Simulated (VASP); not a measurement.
A run of VASP 6.6.1:

The input INCAR:

```
ALGO = Normal
EDIFF = 1E-6
ENCUT = 910
GGA = PE
GGA_COMPAT = F
ISIF = 2
ISMEAR = 0
LASPH = T
LCHARG = T
LELF = T
LREAL = F
LVHAR = T
LWAVE = F
NBANDS = 26
NELM = 120
PREC = Accurate
SIGMA = 0.1
```

KPOINTS

```
k-points
0
Gamma
  4 4 6
```

Contents of POSCAR:

```
C
1.0
    4.7624495709     -3.3416571226     -0.4326342635
    4.7624495709      3.3416571226     -0.4326342635
   -2.3262041927      0.0000000000      4.9836718343
C
8
Direct
    0.8838449639      0.8838449639      0.0524998855
    0.1161550361      0.1161550361      0.9475001145
    0.1354426152      0.1354426152      0.2317266591
    0.8645573848      0.8645573848      0.7682733409
    0.8532738913      0.1661575048      0.1421003479
    0.8338424952      0.1467261087      0.8578996521
    0.1467261087      0.8338424952      0.8578996521
    0.1661575048      0.8532738913      0.1421003479
```

Potentials or basis: VASP PAW PBE potentials, release 64 (C_h).

The run is started by

```sh
$ cat potpaw_PBE.64/C_h/POTCAR > POTCAR
$ mpirun -np 1 vasp_std > vasp.out
```

Hardware: 1 thread of Intel(R) Xeon(R) 6975P-C (Granite Rapids) (shared host).

Problem. How long does it take, and how much memory?

Solution. Wall time 3 min on 1 thread of Intel(R) Xeon(R) 6975P-C (Granite Rapids), with other jobs on the host, peak memory 0.54 GiB. Counts: scf iterations 15, k points 34.
